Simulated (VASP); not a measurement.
# Be2NiH (P4/mmm) in VASP: further runs

Runs on Be2NiH. Level: PBE. Tasks: single point.

All numbers are computed with VASP 6.6.1; they aren't measurements. Logs are shortened: lines on timing, memory, paths and dates and some standing lists are left out, and cuts for length are marked.

## 1. The cell of the first run

Symmetry: P4/mmm, No. 123, tetragonal system. The conventional cell has a = 3.558 Å, b = 3.558 Å, c = 2.581 Å, α = 90.00°, β = 90.00°, γ = 90.00°. Be (site symmetry mmm) has 2 H at 1.78 Å and 4 Ni at 2.20 Å within 2.4 Å. Within 2.9 Å of Ni (site symmetry 4/mmm) lie 8 Be at 2.20 Å and 2 Ni at 2.58 Å and 8 H at 2.83 Å. Within 2.4 Å of H (site symmetry 4/mmm) lie 4 Be at 1.78 Å.

The cell was generated, and may not be a known phase.

## 2. Single point, PBE, collinear spin, ferromagnetic start

Contents of INCAR:

```
SYSTEM = Be2NiH
ALGO = Normal ; EDIFF = 1E-6
ENCUT = 690 ; GGA = PE
GGA_COMPAT = .FALSE. ; ISIF = 2
ISMEAR = 0 ; ISPIN = 2
LASPH = .TRUE. ; LCHARG = .FALSE.
LMAXMIX = 4 ; LORBIT = 11
LREAL = .FALSE. ; LWAVE = .FALSE.
MAGMOM = 0 0 2 0 ; NBANDS = 24
NELM = 200 ; PREC = Accurate
SIGMA = 0.1
```

Contents of KPOINTS:

```
k-points
0
G
  6 6 6
  0 0 0
```

Contents of POSCAR:

```
Be2NiH
1.0
    3.5583888744      0.0000000000      0.0000000000
    0.0000000000      3.5583888744      0.0000000000
    0.0000000000      0.0000000000      2.5812130739
Be Ni H
2 1 1
Direct
    0.0000000000      0.5000000000      0.5000000000
    0.5000000000      0.0000000000      0.5000000000
    0.0000000000      0.0000000000      0.0000000000
    0.5000000000      0.5000000000      0.5000000000
```

Potentials or basis: VASP PAW PBE potentials, release 64 (Be, Ni_sv_GW, H).

On the command line:

```sh
cat potpaw_PBE.64/Be/POTCAR potpaw_PBE.64/Ni_sv_GW/POTCAR potpaw_PBE.64/H/POTCAR > POTCAR
mpirun -np 1 vasp_std > vasp.out
```

OUTCAR:

```text
SYSTEM = Be2NiH
   EDIFF = 1E-6
   ENCUT = 690
   GGA = PE
   ISIF = 2
   ISMEAR = 0
   ISPIN = 2
   LASPH = .TRUE.
   LORBIT = 11
   LREAL = .FALSE.
   NELM = 200
   PREC = Accurate

 ion  position               nearest neighbor table
   1  0.000  0.500  0.500-   3 2.20   3 2.20   3 2.20   3 2.20
   2  0.500  0.000  0.500-   3 2.20   3 2.20   3 2.20   3 2.20
   3  0.000  0.000  0.000-   1 2.20   2 2.20   1 2.20   2 2.20   1 2.20   1 2.20   2 2.20   2 2.20

   4  0.500  0.500  0.500-

  LATTYP: Found a simple tetragonal cell.
 ALAT       =     3.5583888744
 C/A-ratio  =     0.7253881363

  Lattice vectors:

 A1 = (   3.5583888744,   0.0000000000,   0.0000000000)
 A2 = (   0.0000000000,   3.5583888744,   0.0000000000)
 A3 = (   0.0000000000,   0.0000000000,   2.5812130739)

Analysis of symmetry for initial positions (statically):
=====================================================================
 Subroutine PRICEL returns:
 Original cell was already a primitive cell.

 Routine SETGRP: Setting up the symmetry group for a
 simple tetragonal supercell.

 Subroutine GETGRP returns: Found 16 space group operations
 (whereof 16 operations were pure point group operations)
 out of a pool of 16 trial point group operations.

The static configuration has the point symmetry D_4h.

Analysis of symmetry for dynamics (positions and initial velocities):
=====================================================================
 Subroutine PRICEL returns:
 Original cell was already a primitive cell.

 Routine SETGRP: Setting up the symmetry group for a
 simple tetragonal supercell.

 Subroutine GETGRP returns: Found 16 space group operations
 (whereof 16 operations were pure point group operations)
 out of a pool of 16 trial point group operations.

The dynamic configuration has the point symmetry D_4h.

Analysis of structural, dynamic, and magnetic symmetry:
=====================================================================
 Subroutine PRICEL returns:
 Original cell was already a primitive cell.

 Routine SETGRP: Setting up the symmetry group for a
 simple tetragonal supercell.

 Subroutine GETGRP returns: Found 16 space group operations
 (whereof 16 operations were pure point group operations)
 out of a pool of 16 trial point group operations.

The overall configuration has the point symmetry D_4h.

 Subroutine INISYM returns: Found 16 space group operations
 (whereof 16 operations are pure point group operations),
 and found     1 'primitive' translations

----------------------------------------------------------------------------------------

                                     Primitive cell

  volume of cell :      32.6837

  direct lattice vectors                    reciprocal lattice vectors
     3.558388874  0.000000000  0.000000000     0.281026059  0.000000000  0.000000000
     0.000000000  3.558388874  0.000000000     0.000000000  0.281026059  0.000000000
     0.000000000  0.000000000  2.581213074     0.000000000  0.000000000  0.387414743

  length of vectors
     3.558388874  3.558388874  2.581213074     0.281026059  0.281026059  0.387414743

  position of ions in fractional coordinates (direct lattice)
     0.000000000  0.500000000  0.500000000
     0.500000000  0.000000000  0.500000000
     0.000000000  0.000000000  0.000000000
     0.500000000  0.500000000  0.500000000

  ion indices of the primitive-cell ions
   primitive index   ion index
                 1           1
                 2           2
                 3           3
                 4           4

----------------------------------------------------------------------------------------

 KPOINTS: k-points

Automatic generation of k-mesh.
 Grid dimensions read from file:
 generate k-points for:    6    6    6

 Generating k-lattice:

  Cartesian coordinates                     Fractional coordinates (reciprocal lattice)
     0.046837676  0.000000000  0.000000000     0.166666667  0.000000000  0.000000000
     0.000000000  0.046837676  0.000000000     0.000000000  0.166666667  0.000000000
     0.000000000  0.000000000  0.064569124     0.000000000  0.000000000  0.166666667

  Length of vectors
     0.046837676  0.046837676  0.064569124

  Shift w.r.t. Gamma in fractional coordinates (k-lattice)
     0.000000000  0.000000000  0.000000000

 Subroutine IBZKPT returns following result:
 ===========================================

 Found     40 irreducible k-points:

 Following reciprocal coordinates:
            Coordinates               Weight
  0.000000  0.000000  0.000000      1.000000
  0.166667  0.000000  0.000000      4.000000
  0.333333  0.000000  0.000000      4.000000
  0.500000  0.000000  0.000000      2.000000
  0.166667  0.166667  0.000000      4.000000
  0.333333  0.166667  0.000000      8.000000
[... 16 lines left out ...]
  0.333333  0.000000  0.333333      8.000000
  0.500000  0.000000  0.333333      4.000000
 [... further k-points ...]
   k-points           NKPTS =     40   k-points in BZ     NKDIM =     40   number of bands    NBANDS=     24
   number of dos      NEDOS =    301   number of ions     NIONS =      4
   total plane-waves  NPLWV =  21600
   dimension x,y,z NGX =    30 NGY =   30 NGZ =   24
   dimension x,y,z NGXF=    60 NGYF=   60 NGZF=   48
   ions per type =               2   1   1
   NGX,Y,Z   is equivalent  to a cutoff of  14.02, 14.02, 15.46 a.u.
   NGXF,Y,Z  is equivalent  to a cutoff of  28.03, 28.03, 30.91 a.u.
 SYSTEM =  Be2NiH
   PREC   = accura    normal or accurate (medium, high low for compatibility)
   ISTART =      0    job   : 0-new  1-cont  2-samecut
   ICHARG =      2    charge: 1-file 2-atom 10-const
   ISPIN  =      2    spin polarized calculation?
   LNONCOLLINEAR =      F non collinear calculations
   LSORBIT =      F    spin-orbit coupling
   LASPH  =      T    aspherical Exc in radial PAW
   ENCUT  =  690.0 eV  50.71 Ry    7.12 a.u.   7.62  7.62  5.53*2*pi/ulx,y,z
   NELM   =    200;   NELMIN=  2; NELMDL= -5     # of ELM steps
   EDIFF  = 0.1E-05   stopping-criterion for ELM
   LREAL  =      F    real-space projection
[... 7 lines left out ...]
   TEBEG  =    0.0;   TEEND  =   0.0 temperature during run
   PSTRESS=    0.0 pullay stress
   NELECT =      23.0000    total number of electrons
   NUPDOWN=      -1.0000    fix difference up-down
   EMIN   =  10.00;   EMAX   =-10.00  energy-range for DOS
   EFERMI =   0.00;   METHOD = LEGACY
   ISMEAR =     0;   SIGMA  =   0.10  broadening in eV -4-tet -1-fermi 0-gaus
   EFERMI_NEDOS =   21; number of points for ismear=-14 and -15
   IALGO  =     38    algorithm
   IMIX   =      4    mixing-type and parameters
     AMIX     =   0.40;   BMIX     =  1.00
     AMIX_MAG =   1.60;   BMIX_MAG =  1.00
  volume/ion in A,a.u.               =       8.17        55.14
  Fermi-wavevector in a.u.,A,eV,Ry     =   1.456154  2.751731 28.849570  2.120384
  Thomas-Fermi vector in A             =   2.573105
   LORBIT       =     11    0 simple, 1 ext, 2 COOP (PROOUT), +10 PAW based schemes
   GGA     = PE    functional components
   LHFCALC =     F    Hartree Fock is set to
   AEXX    =    0.0000 exact exchange contribution
   IVDW    =     0    specifies the selected vdW correction
   LEPSILON=     F    determine dielectric tensor
   LRPA    =     F    only Hartree local field effects (RPA)
 spin polarized calculation
 Gauss-broadening in eV      SIGMA  =   0.10
  energy-cutoff  :      690.00
  volume of cell :       32.68
 maximum number of plane-waves:      1371
   NGX = 15   NGY = 15   NGZ = 11

 number of electron      22.9999996 magnetization      -0.0031561

 number of electron      22.9999996 magnetization       0.0000145

 Free energy of the ion-electron system (eV)
  ---------------------------------------------------
  ext. energy  EPLUGINS =         0.00000000
  ---------------------------------------------------
  free energy    TOTEN  =       -16.78209598 eV

  energy without entropy =      -16.77652799  energy(sigma->0) =      -16.77931198

 E-fermi :   5.6520     XC(G=0): -11.2755

 val. band max:        5.6265541378   @ k =   0.0000   0.0000   0.5000
 cond. band min:       5.6857324848   @ k =   0.0000   0.0000   0.1667
 fundamental gap:      0.0591783470
 Fermi energy:         5.6519789361

 spin component 1

 k-point     1 :       0.0000    0.0000    0.0000
  band No.  band energies     occupation
      1     -97.7642      1.00000
      2     -58.2035      1.00000
      3     -58.1285      1.00000
      4     -58.1285      1.00000
      5      -4.6896      1.00000
      6       2.2036      1.00000
[... 15 lines left out ...]
     22      27.1203      0.00000
     23      27.1203      0.00000

 k-point     2 :       0.1667    0.0000    0.0000
  band No.  band energies     occupation
      1     -97.7641      1.00000
      2     -58.2034      1.00000
      3     -58.1288      1.00000
      4     -58.1285      1.00000
      5      -4.4175      1.00000
      6       1.5030      1.00000
[... 15 lines left out ...]
     22      26.4611      0.00000
     23      27.4359      0.00000

 k-point     3 :       0.3333    0.0000    0.0000
  band No.  band energies     occupation
      1     -97.7640      1.00000
      2     -58.2032      1.00000
      3     -58.1293      1.00000
      4     -58.1285      1.00000
      5      -3.6192      1.00000
      6      -0.3799      1.00000
[... 15 lines left out ...]
     22      25.9410      0.00000
     23      27.6085      0.00000
[... 495 lines left out ...]
 k-point    23 :       0.3333    0.0000    0.3333
  band No.  band energies     occupation
      1     -97.7586      1.00000
      2     -58.2638      1.00000
      3     -58.1235      1.00000
      4     -58.1226      1.00000
      5      -1.6988      1.00000
      6       1.0714      1.00000
[... 15 lines left out ...]
     22      22.5856      0.00000
     23      23.9466      0.00000

 k-point    24 :       0.5000    0.0000    0.3333
  band No.  band energies     occupation
      1     -97.7586      1.00000
      2     -58.2639      1.00000
      3     -58.1239      1.00000
      4     -58.1225      1.00000
      5      -1.1367      1.00000
      6       0.4082      1.00000
[... 15 lines left out ...]
     22      20.9338      0.00000
     23      22.1361      0.00000

 [... further k-points ...]

 spin component 2

 k-point     1 :       0.0000    0.0000    0.0000
  band No.  band energies     occupation
      1     -97.7641      1.00000
      2     -58.2034      1.00000
      3     -58.1285      1.00000
      4     -58.1285      1.00000
      5      -4.6896      1.00000
      6       2.2038      1.00000
[... 15 lines left out ...]
     22      27.1201      0.00000
     23      27.1201      0.00000

 k-point     2 :       0.1667    0.0000    0.0000
  band No.  band energies     occupation
      1     -97.7640      1.00000
      2     -58.2033      1.00000
      3     -58.1287      1.00000
      4     -58.1285      1.00000
      5      -4.4176      1.00000
      6       1.5030      1.00000
[... 15 lines left out ...]
     22      26.4610      0.00000
     23      27.4358      0.00000

 k-point     3 :       0.3333    0.0000    0.0000
  band No.  band energies     occupation
      1     -97.7638      1.00000
      2     -58.2031      1.00000
      3     -58.1292      1.00000
      4     -58.1284      1.00000
      5      -3.6193      1.00000
      6      -0.3799      1.00000
[... 15 lines left out ...]
     22      25.9410      0.00000
     23      27.6085      0.00000
[... 495 lines left out ...]
 k-point    23 :       0.3333    0.0000    0.3333
  band No.  band energies     occupation
      1     -97.7585      1.00000
      2     -58.2636      1.00000
      3     -58.1235      1.00000
      4     -58.1225      1.00000
      5      -1.6988      1.00000
      6       1.0714      1.00000
[... 15 lines left out ...]
     22      22.5856      0.00000
     23      23.9465      0.00000

 k-point    24 :       0.5000    0.0000    0.3333
  band No.  band energies     occupation
      1     -97.7585      1.00000
      2     -58.2638      1.00000
      3     -58.1238      1.00000
      4     -58.1224      1.00000
      5      -1.1368      1.00000
      6       0.4082      1.00000
[... 15 lines left out ...]
     22      20.9338      0.00000
     23      22.1360      0.00000

 [... further k-points ...]

 [bands above 23 left out]

------------------------ aborting loop because EDIFF is reached ----------------------------------------

  FORCE on cell =-STRESS in cart. coord.  units (eV):
  Direction    XX          YY          ZZ          XY          YZ          ZX
  --------------------------------------------------------------------------------------
  -------------------------------------------------------------------------------------
  Total       -0.0928628     -0.0928628     -0.0715107      0.0000000      0.0000000     -0.0000000
  in kB       -4.5522015     -4.5522015     -3.5055072      0.0000000      0.0000000     -0.0000000
  external PRESSURE =      -4.2033034 kB  Pullay stress =       0.0000000 kB

 VOLUME and BASIS-vectors are now :
 -----------------------------------------------------------------------------
  energy-cutoff  :      690.00
  volume of cell :       32.68
      direct lattice vectors                 reciprocal lattice vectors
     3.558388874  0.000000000  0.000000000     0.281026059  0.000000000  0.000000000
     0.000000000  3.558388874  0.000000000     0.000000000  0.281026059  0.000000000
     0.000000000  0.000000000  2.581213074     0.000000000  0.000000000  0.387414743

 POSITION                                       TOTAL-FORCE (eV/Angst)
 -----------------------------------------------------------------------------------
      0.00000      1.77919      1.29061         0.000000      0.000000      0.000000
      1.77919      0.00000      1.29061         0.000000      0.000000      0.000000
      0.00000      0.00000      0.00000         0.000000      0.000000      0.000000
      1.77919      1.77919      1.29061         0.000000      0.000000      0.000000
 -----------------------------------------------------------------------------------
    total drift:                                0.000000      0.000000      0.000000

  FREE ENERGIE OF THE ION-ELECTRON SYSTEM (eV)
  ---------------------------------------------------
  free  energy   TOTEN  =       -16.7820959776 eV

  energy  without entropy=      -16.7765279872  energy(sigma->0) =      -16.77931198

 total charge

# of ion       s       p       d       f       tot
--------------------------------------------------
    1        0.425   0.632   0.000   0.000   1.057
    2        0.425   0.632   0.000   0.000   1.057
    3        2.281   6.325   7.889   0.002  16.498
    4        0.486   0.015   0.000   0.000   0.501
--------------------------------------------------
tot          3.617   7.604   7.889   0.002  19.112

 magnetization (x)

# of ion       s       p       d       f       tot
--------------------------------------------------
    1       -0.000  -0.000   0.000   0.000  -0.000
    2       -0.000  -0.000   0.000   0.000  -0.000
    3        0.000   0.000   0.000  -0.000   0.000
    4       -0.000   0.000   0.000   0.000   0.000
--------------------------------------------------
tot         -0.000  -0.000   0.000  -0.000   0.000
```

Wall time 2.2 min (1 thread of Intel Xeon Platinum 8488C (Sapphire Rapids), shared host); peak memory 0.24 GiB.

Results:

| Quantity | Value |
| --- | --- |
| Free energy | -16.7821 eV |
| Pressure | -0.4 GPa |
| Net moment | 0.00 μB per cell |
| Valence electrons inside the program's atomic spheres | Be 1.06; Ni 16.50; H 0.50 |

Levels at points of the mesh, in eV from the Fermi level:
Spin up:
```
           k point  band 8  band 9  band 10  band 11  band 12  band 13  band 14  band 15
(0.00, 0.00, 0.00)   -1.91   -1.52    -1.52    -0.97    -0.97     0.29     5.72     7.71
(0.50, 0.00, 0.00)   -2.57   -2.07    -1.75    -1.52     1.42     2.19     3.94     7.30
(0.50, 0.50, 0.00)   -3.68   -2.12    -1.89    -1.73    -1.73    -1.15    11.82    11.82
(0.00, 0.00, 0.50)   -3.71   -3.15    -1.64    -0.03     2.46     4.76     4.76     5.83
(0.50, 0.00, 0.50)   -2.79   -1.86    -1.82    -1.71    -1.53     0.88     5.26     8.02
(0.50, 0.50, 0.50)   -2.24   -2.11    -1.74    -1.25    -0.66    -0.66     4.61     4.87
```
Spin down:
```csv
k point,band 9,band 10,band 11,band 12,band 13,band 14
"(0.00, 0.00, 0.00)",-1.52,-1.52,-0.97,-0.97,0.29,5.72
"(0.50, 0.00, 0.00)",-2.07,-1.75,-1.52,1.42,2.19,3.94
"(0.50, 0.50, 0.00)",-2.12,-1.89,-1.73,-1.73,-1.15,11.82
"(0.00, 0.00, 0.50)",-3.15,-1.64,-0.03,2.46,4.76,4.76
"(0.50, 0.00, 0.50)",-1.86,-1.82,-1.71,-1.53,0.88,5.26
"(0.50, 0.50, 0.50)",-2.11,-1.74,-1.25,-0.66,-0.66,4.61
```

Caveat: the k points lie up to 0.41 Å⁻¹ apart; the moments typed at the start vanished in this run.

## 3. Single point, PBE

Contents of INCAR:

```
SYSTEM = Be2NiH
PREC     = Accurate       ! precision mode
ENCUT    = 690            ! plane-wave cutoff, eV
EDIFF    = 1E-6           ! SCF threshold, eV
ISMEAR   = 0              ! smearing method
SIGMA    = 0.1            ! smearing width, eV
LREAL    = .False.        ! projectors in reciprocal space
LASPH    = .True.         ! aspherical terms in the spheres
NELM     = 120            ! most SCF steps
ALGO     = Normal         ! electronic algorithm
ISIF     = 2              ! what is computed and relaxed
LWAVE    = .False.        ! write WAVECAR
LCHARG   = .False.        ! write CHGCAR
GGA      = PE             ! functional
NBANDS   = 20             ! bands
GGA_COMPAT= .False.
```

Contents of KPOINTS:

```
regular mesh
0
Gamma
  14 14 18
  0 0 0
```

Contents of POSCAR:

```
Be2NiH
1.0
    3.5862007298      0.0000000000      0.0000000000
    0.0000000000      3.5862007298      0.0000000000
    0.0000000000      0.0000000000      2.5404763580
Be Ni H
2 1 1
Direct
    0.0000000000      0.5000000000      0.5000000000
    0.5000000000      0.0000000000      0.5000000000
    0.0000000000      0.0000000000      0.0000000000
    0.5000000000      0.5000000000      0.5000000000
```

Potentials or basis: VASP PAW PBE potentials, release 64 (Be, Ni_sv_GW, H).

On the command line:

```sh
cat potpaw_PBE.64/Be/POTCAR potpaw_PBE.64/Ni_sv_GW/POTCAR potpaw_PBE.64/H/POTCAR > POTCAR
mpirun -np 1 vasp_std > vasp.out
```

It took 5.9 min on 1 thread of AMD EPYC 7R13 (Zen 3), shared host; peak memory 0.51 GiB.

Results (log left out):

- Free energy: -16.7820 eV
- Pressure: -1.5 GPa
- Band gap on the k mesh: zero (an odd number of electrons rules out a gap without spin polarisation)

Stress tensor (GPa, compression positive):
```
-1.52  0.00  0.00
 0.00 -1.52  0.00
 0.00  0.00 -1.37
```

Levels at points of the mesh, in eV from the Fermi level:
| k point | band 7 | band 8 | band 9 | band 10 | band 11 | band 12 | band 13 | band 14 | band 15 | band 16 |
| --- | --- | --- | --- | --- | --- | --- | --- | --- | --- | --- |
| (0.00, 0.00, 0.00) | -3.20 | -1.78 | -1.35 | -1.35 | -0.87 | -0.87 | 0.42 | 5.71 | 8.44 | 8.44 |
| (0.50, 0.00, 0.00) | -3.17 | -2.43 | -1.99 | -1.55 | -1.34 | 1.45 | 2.27 | 4.05 | 7.28 | 10.59 |
| (0.50, 0.50, 0.00) | -3.57 | -3.57 | -2.02 | -1.88 | -1.53 | -1.53 | -0.98 | 12.01 | 12.40 | 12.40 |
| (0.00, 0.00, 0.50) | -3.60 | -3.60 | -2.98 | -1.48 | 0.21 | 2.70 | 5.05 | 5.05 | 5.85 | 8.34 |
| (0.50, 0.00, 0.50) | -3.37 | -2.44 | -1.65 | -1.62 | -1.54 | -1.40 | 1.15 | 5.55 | 8.26 | 9.90 |
| (0.50, 0.50, 0.50) | -3.62 | -2.03 | -1.80 | -1.59 | -1.14 | -0.48 | -0.48 | 4.96 | 5.16 | 5.16 |

The gap in the log of VASP goes by the Fermi energy; the results here count the filled bands.